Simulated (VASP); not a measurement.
# GaSb3 (Imm2) in VASP: single point with PBE+D3(BJ)

Aim: the single point of GaSb3 with PBE+D3(BJ).

Everything below comes from runs of VASP 6.6.1. Logs are shortened: lines on timing, memory, paths and dates and some standing lists are left out, and cuts for length are marked.

## Step 1: The cell of the first run

Symmetry: Imm2, No. 44, orthorhombic system. Conventional cell: a = 5.159 Å, b = 5.159 Å, c = 7.296 Å, α = 90.00°, β = 90.00°, γ = 90.00°. Ga (site symmetry mm2) has 14 Sb at 2.91 to 3.84 Å within 3.9 Å. Sb (site symmetry mm2) has 4 Ga at 3.00 to 3.34 Å and 10 Sb at 3.09 to 3.83 Å within 3.9 Å. Within 3.9 Å of Sb (site symmetry mm2) lie 4 Ga at 2.91 to 3.46 Å and 10 Sb at 3.00 to 3.83 Å. Within 3.9 Å of Sb (site symmetry mm2) lie 8 Sb at 3.00 to 3.34 Å and 6 Ga at 3.46 to 3.84 Å.

## Step 2: Single point, PBE+D3(BJ) (atoms displaced along a vibrational mode)

Contents of INCAR:

```
SYSTEM = GaSb3
  ALGO = Normal
  EDIFF = 1E-6
  ENCUT = 520
  GGA = PE
  ISIF = 2
  ISMEAR = 0
  IVDW = 12
  LASPH = .TRUE.
  LCHARG = .TRUE.
  LELF = .TRUE.
  LREAL = .FALSE.
  LVHAR = .TRUE.
  LWAVE = .FALSE.
  NBANDS = 22
  NELM = 100
  PREC = Accurate
  SIGMA = 0.15
```

Contents of KPOINTS:

```
k-points
0
G
  10 10 10
  0 0 0
```

Contents of POSCAR:

```
GaSb3
1.0
    0.0000000000      3.6481278280      3.6481278280
    3.6481278280      0.0000000000      3.6481278280
    3.6481278280      3.6481278280      0.0000000000
Ga Sb
1 3
Direct
    0.0372793955     -0.0372793955     -0.0372793955
    0.2458517840      0.2541482160      0.2541482160
    0.7211815958      0.7788184042      0.7788184042
    0.5116194513      0.4883805487      0.4883805487
```

Potentials or basis: VASP PAW PBE potentials, release 64 (Ga_d, Sb).

Run with:

```sh
> cat potpaw_PBE.64/Ga_d/POTCAR potpaw_PBE.64/Sb/POTCAR > POTCAR
> mpirun -np 1 vasp_std > vasp.out
```

OUTCAR:

```text
SYSTEM = GaSb3
   EDIFF = 1E-6
   ENCUT = 520
   GGA = PE
   ISIF = 2
   ISMEAR = 0
   IVDW = 12
   LASPH = .TRUE.
   LREAL = .FALSE.
   NELM = 100
   PREC = Accurate
 IVDW          = 12

 ion  position               nearest neighbor table
   1  0.037  0.963  0.963-   3 2.91   3 2.91   2 3.00   2 3.00   2 3.34   2 3.34
   2  0.246  0.254  0.254-   1 3.00   1 3.00   4 3.09   4 3.09   4 3.23   4 3.23   1 3.34   1 3.34
                             3 3.47   3 3.65   3 3.65   3 3.65   3 3.65
   3  0.721  0.779  0.779-   1 2.91   1 2.91   4 3.00   4 3.00   4 3.34   4 3.34   2 3.47   2 3.65
                             2 3.65   2 3.65   2 3.65
   4  0.512  0.488  0.488-   3 3.00   3 3.00   2 3.09   2 3.09   2 3.23   2 3.23   3 3.34   3 3.34

  LATTYP: Found a face centered cubic cell.
 ALAT       =     7.2962556560

  Lattice vectors:

 A1 = (   0.0000000000,   3.6481278280,   3.6481278280)
 A2 = (   3.6481278280,   0.0000000000,   3.6481278280)
 A3 = (   3.6481278280,   3.6481278280,   0.0000000000)

Analysis of symmetry for initial positions (statically):
=====================================================================
 Subroutine PRICEL returns:
 Original cell was already a primitive cell.

 Routine SETGRP: Setting up the symmetry group for a
 face centered cubic supercell.

 Subroutine GETGRP returns: Found  4 space group operations
 (whereof  4 operations were pure point group operations)
 out of a pool of 48 trial point group operations.

The static configuration has the point symmetry C_2v.

Analysis of symmetry for dynamics (positions and initial velocities):
=====================================================================
 Subroutine PRICEL returns:
 Original cell was already a primitive cell.

 Routine SETGRP: Setting up the symmetry group for a
 face centered cubic supercell.

 Subroutine GETGRP returns: Found  4 space group operations
 (whereof  4 operations were pure point group operations)
 out of a pool of 48 trial point group operations.

The dynamic configuration has the point symmetry C_2v.

 Subroutine INISYM returns: Found  4 space group operations
 (whereof  4 operations are pure point group operations),
 and found     1 'primitive' translations

----------------------------------------------------------------------------------------

                                     Primitive cell

  volume of cell :      97.1047

  direct lattice vectors                    reciprocal lattice vectors
     0.000000000  3.648127828  3.648127828    -0.137056601  0.137056601  0.137056601
     3.648127828  0.000000000  3.648127828     0.137056601 -0.137056601  0.137056601
     3.648127828  3.648127828  0.000000000     0.137056601  0.137056601 -0.137056601

  length of vectors
     5.159231852  5.159231852  5.159231852     0.237388996  0.237388996  0.237388996

  position of ions in fractional coordinates (direct lattice)
     0.037279396  0.962720604  0.962720604
     0.245851784  0.254148216  0.254148216
     0.721181596  0.778818404  0.778818404
     0.511619451  0.488380549  0.488380549

  ion indices of the primitive-cell ions
   primitive index   ion index
                 1           1
                 2           2
                 3           3
                 4           4

----------------------------------------------------------------------------------------

 KPOINTS: k-points

Automatic generation of k-mesh.
 Grid dimensions read from file:
 generate k-points for:   10   10   10

 Generating k-lattice:

  Cartesian coordinates                     Fractional coordinates (reciprocal lattice)
    -0.013705660  0.013705660  0.013705660     0.100000000  0.000000000  0.000000000
     0.013705660 -0.013705660  0.013705660     0.000000000  0.100000000  0.000000000
     0.013705660  0.013705660 -0.013705660     0.000000000  0.000000000  0.100000000

  Length of vectors
     0.023738900  0.023738900  0.023738900

  Shift w.r.t. Gamma in fractional coordinates (k-lattice)
     0.000000000  0.000000000  0.000000000

 Subroutine IBZKPT returns following result:
 ===========================================

 Found    171 irreducible k-points:

 Following reciprocal coordinates:
            Coordinates               Weight
  0.000000  0.000000  0.000000      1.000000
  0.100000  0.000000  0.000000      4.000000
  0.000000  0.100000  0.000000      4.000000
  0.200000  0.000000  0.000000      4.000000
  0.000000  0.200000  0.000000      4.000000
  0.300000  0.000000  0.000000      4.000000
[... 16 lines left out ...]
  0.000000  0.400000  0.100000      4.000000
  0.100000  0.000000  0.400000      8.000000
 [... further k-points ...]
   k-points           NKPTS =    171   k-points in BZ     NKDIM =    171   number of bands    NBANDS=     22
   number of dos      NEDOS =    301   number of ions     NIONS =      4
   total plane-waves  NPLWV =  64000
   dimension x,y,z NGX =    40 NGY =   40 NGZ =   40
   dimension x,y,z NGXF=    80 NGYF=   80 NGZF=   80
   ions per type =               1   3
   NGX,Y,Z   is equivalent  to a cutoff of  12.89, 12.89, 12.89 a.u.
   NGXF,Y,Z  is equivalent  to a cutoff of  25.78, 25.78, 25.78 a.u.
 SYSTEM =  GaSb3
   PREC   = accura    normal or accurate (medium, high low for compatibility)
   ISTART =      0    job   : 0-new  1-cont  2-samecut
   ICHARG =      2    charge: 1-file 2-atom 10-const
   ISPIN  =      1    spin polarized calculation?
   LNONCOLLINEAR =      F non collinear calculations
   LSORBIT =      F    spin-orbit coupling
   LASPH  =      T    aspherical Exc in radial PAW
   ENCUT  =  520.0 eV  38.22 Ry    6.18 a.u.   9.59  9.59  9.59*2*pi/ulx,y,z
   NELM   =    100;   NELMIN=  2; NELMDL= -5     # of ELM steps
   EDIFF  = 0.1E-05   stopping-criterion for ELM
   LREAL  =      F    real-space projection
   EDIFFG = 0.1E-04   stopping-criterion for IOM
   NSW    =      0    number of steps for IOM
   IBRION =     -1    ionic relax: 0-MD 1-quasi-New 2-CG
   NFREE  =      0    steps in history (QN), initial steepest desc. (CG)
   ISIF   =      2    stress and relaxation
   ISYM   =      2    0-nonsym 1-usesym 2-fastsym
   POTIM  = 0.5000    time-step for ionic-motion
   TEBEG  =    0.0;   TEEND  =   0.0 temperature during run
   PSTRESS=    0.0 pullay stress
   NELECT =      28.0000    total number of electrons
   NUPDOWN=      -1.0000    fix difference up-down
   EMIN   =  10.00;   EMAX   =-10.00  energy-range for DOS
   EFERMI =   0.00;   METHOD = LEGACY
   ISMEAR =     0;   SIGMA  =   0.15  broadening in eV -4-tet -1-fermi 0-gaus
   EFERMI_NEDOS =   21; number of points for ismear=-14 and -15
   IALGO  =     38    algorithm
   IMIX   =      4    mixing-type and parameters
     AMIX     =   0.40;   BMIX     =  1.00
     AMIX_MAG =   1.60;   BMIX_MAG =  1.00
  volume/ion in A,a.u.               =      24.28       163.82
  Fermi-wavevector in a.u.,A,eV,Ry     =   1.081552  2.043837 15.915484  1.169755
  Thomas-Fermi vector in A             =   2.217571
   LORBIT       =      0    0 simple, 1 ext, 2 COOP (PROOUT), +10 PAW based schemes
   GGA     = PE    functional components
   LHFCALC =     F    Hartree Fock is set to
   AEXX    =    0.0000 exact exchange contribution
   IVDW    =    12    specifies the selected vdW correction
   LEPSILON=     F    determine dielectric tensor
   LRPA    =     F    only Hartree local field effects (RPA)
 non-spin polarized calculation
 Gauss-broadening in eV      SIGMA  =   0.15
  energy-cutoff  :      520.00
  volume of cell :       97.10
 maximum number of plane-waves:      2685
 NGX is ok and might be reduce to    40
   NGX = 19   NGY = 19   NGZ = 19

 number of electron      27.9999994 magnetization

 Free energy of the ion-electron system (eV)
  ---------------------------------------------------
  ext. energy  EPLUGINS =         0.00000000
  ---------------------------------------------------
  free energy    TOTEN  =       -14.36051023 eV

  energy without entropy =      -14.34239512  energy(sigma->0) =      -14.35145267

 E-fermi :   8.2504     XC(G=0): -10.4676

 val. band max:        8.2421217318   @ k =  -0.4000   0.3000   0.1000
 cond. band min:       8.2573838303   @ k =  -0.3000   0.3000   0.0000
 fundamental gap:      0.0152620985
 Fermi energy:         8.2503758378

 k-point     1 :       0.0000    0.0000    0.0000
  band No.  band energies     occupation
      1      -6.5945      2.00000
      2      -6.5898      2.00000
      3      -6.5870      2.00000
      4      -6.5755      2.00000
      5      -6.5656      2.00000
      6      -4.7573      2.00000
[... 14 lines left out ...]
     21      15.6423      0.00000
     22      15.7929      0.00000

 k-point     2 :       0.1000    0.0000    0.0000
  band No.  band energies     occupation
      1      -6.5944      2.00000
      2      -6.5895      2.00000
      3      -6.5871      2.00000
      4      -6.5754      2.00000
      5      -6.5657      2.00000
      6      -4.6776      2.00000
[... 14 lines left out ...]
     21      15.0934      0.00000
     22      15.4529      0.00000

 k-point     3 :       0.0000    0.1000    0.0000
  band No.  band energies     occupation
      1      -6.5948      2.00000
      2      -6.5900      2.00000
      3      -6.5867      2.00000
      4      -6.5756      2.00000
      5      -6.5657      2.00000
      6      -4.6741      2.00000
[... 14 lines left out ...]
     21      14.9641      0.00000
     22      15.5942      0.00000
[... 476 lines left out ...]
 k-point    23 :       0.0000    0.4000    0.1000
  band No.  band energies     occupation
      1      -6.5996      2.00000
      2      -6.5891      2.00000
      3      -6.5843      2.00000
      4      -6.5771      2.00000
      5      -6.5660      2.00000
      6      -3.6069      2.00000
[... 14 lines left out ...]
     21      13.4612      0.00000
     22      14.4833      0.00000

 k-point    24 :       0.1000    0.0000    0.4000
  band No.  band energies     occupation
      1      -6.5979      2.00000
      2      -6.5898      2.00000
      3      -6.5848      2.00000
      4      -6.5758      2.00000
      5      -6.5670      2.00000
      6      -3.5788      2.00000
[... 14 lines left out ...]
     21      13.6846      0.00000
     22      14.6745      0.00000

 [... further k-points ...]

------------------------ aborting loop because EDIFF is reached ----------------------------------------

 Edisp (eV)   -1.91734

 E8    (eV) :    -0.8852

  FORCE on cell =-STRESS in cart. coord.  units (eV):
  Direction    XX          YY          ZZ          XY          YZ          ZX
  --------------------------------------------------------------------------------------
  -------------------------------------------------------------------------------------
  Total       0.46269     1.34130     1.34130     0.00000    -0.34800     0.00000
  in kB       7.63414    22.13070    22.13070     0.00000    -5.74176     0.00000
  external pressure =       17.30 kB  Pullay stress =        0.00 kB

 VOLUME and BASIS-vectors are now :
 -----------------------------------------------------------------------------
  energy-cutoff  :      520.00
  volume of cell :       97.10
      direct lattice vectors                 reciprocal lattice vectors
     0.000000000  3.648127828  3.648127828    -0.137056601  0.137056601  0.137056601
     3.648127828  0.000000000  3.648127828     0.137056601 -0.137056601  0.137056601
     3.648127828  3.648127828  0.000000000     0.137056601  0.137056601 -0.137056601

 POSITION                                       TOTAL-FORCE (eV/Angst)
 -----------------------------------------------------------------------------------
      7.02426      3.64813      3.64813         0.444917     -0.000000     -0.000000
      1.85433      1.82406      1.82406        -0.037278     -0.000000     -0.000000
      5.68246      5.47219      5.47219        -0.672155      0.000000      0.000000
      3.56335      3.64813      3.64813         0.264516     -0.000000     -0.000000
 -----------------------------------------------------------------------------------
    total drift:                               -0.001712     -0.000000     -0.000000

  FREE ENERGIE OF THE ION-ELECTRON SYSTEM (eV)
  ---------------------------------------------------
  free  energy   TOTEN  =       -16.2778524124 eV

  energy  without entropy=      -16.2597373001  energy(sigma->0) =      -16.26879486
```

Run time: 7.8 min. Hardware: 1 thread of Intel Xeon 8259CL, shared host; peak memory 0.5 GiB.

Results:

- Free energy: -16.2779 eV
- Pressure: 1.7 GPa
- Largest force: 0.672 eV/Å
- Band gap on the k mesh: zero (bands 14 and 15 overlap by 3.31 eV)
- Dispersion energy per atom: -0.479 eV

Forces on the atoms (eV/Å):
```
Ga   0.445  0.000  0.000
Sb  -0.037  0.000  0.000
Sb  -0.672  0.000  0.000
Sb   0.265  0.000  0.000
```

Caveat: the cell differs from its parent crystal (atoms displaced along a vibrational mode); spin-orbit coupling is left out, which moves the levels of the heavy elements.
